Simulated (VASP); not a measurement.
## BN: single point with PBE+D3(BJ)

BN:

```xyz
4
Lattice="2.5061 0.0000 0.0000 -1.2531 2.1704 0.0000 0.0000 0.0000 6.5924" Properties=species:S:1:pos:R:3 pbc="T T T"
B    -0.4332    0.0640    3.2962
B     0.4340    1.4695    0.0000
N     0.4319   -0.0174    0.0000
N     0.8206    0.6741    3.2962
```

This cell differs from its parent crystal: atoms displaced along several vibrational modes.

- Program: VASP 6.6.1
- Task: single point
- Functional: PBE
- Dispersion: D3(BJ)
- Potentials or basis: VASP PAW PBE potentials, release 64 (B, N)
- Cutoff: 520 eV
- k mesh: 12 × 12 × 4
- Occupations: methfessel-paxton, width 0.05 eV
- Spin: no spin polarisation

* Pressure: 2.7 GPa
* Largest force: 3.927 eV/Å
* Band gap on the k mesh: 3.14 eV (least direct gap 3.50 eV)
* Dispersion energy per atom: -0.142 eV

Forces in eV/Å, atoms in the order of the input:
```
B    0.035 -3.863  0.000
B   -0.073 -1.542  0.000
N    0.034  1.478  0.000
N    0.004  3.927  0.000
```

Stress tensor (GPa, compression positive):
```
11.00  0.39  0.00
 0.39 -4.08  0.00
 0.00  0.00  1.18
```

Levels at points of the mesh, in eV from the valence-band top:
```tsv
k point	band 4	band 5	band 6	band 7	band 8	band 9	band 10	band 11	band 12	band 13
(0.00, 0.00, 0.00)	-4.33	-2.90	-2.06	-1.13	-0.28	5.00	9.59	10.01	10.66	11.95
(0.50, 0.00, 0.00)	-9.13	-4.24	-3.92	-1.48	-0.75	3.70	5.17	8.96	9.63	12.49
(0.00, 0.50, 0.00)	-8.84	-5.13	-4.64	-1.90	-1.14	4.50	6.17	8.99	9.67	12.74
(0.50, 0.50, 0.00)	-9.07	-4.26	-3.92	-1.70	-0.38	3.14	5.66	8.99	9.63	12.12
(0.00, 0.00, 0.50)	-5.55	-2.90	-2.06	-1.13	-0.27	7.34	7.37	9.66	10.67	11.95
(0.50, 0.00, 0.50)	-9.20	-4.24	-3.92	-1.11	-1.02	4.07	4.24	9.39	9.51	13.26
(0.00, 0.50, 0.50)	-8.88	-5.13	-4.64	-1.63	-1.34	4.76	5.27	9.37	9.68	13.27
(0.50, 0.50, 0.50)	-9.19	-4.26	-3.92	-1.13	-1.02	4.05	4.30	9.31	9.57	13.76
```

Wall time 3.4 min on 1 thread of Intel Xeon 8259CL, on a shared host, peak memory 0.24 GiB.

Caveat: the cell differs from its parent crystal (atoms displaced along several vibrational modes); the stress differs along the axes, from -4 to 11 GPa; forces of over 1 eV/Å act on the atoms, so gaps and moduli don't describe the material at rest. A k mesh can miss the band edges.
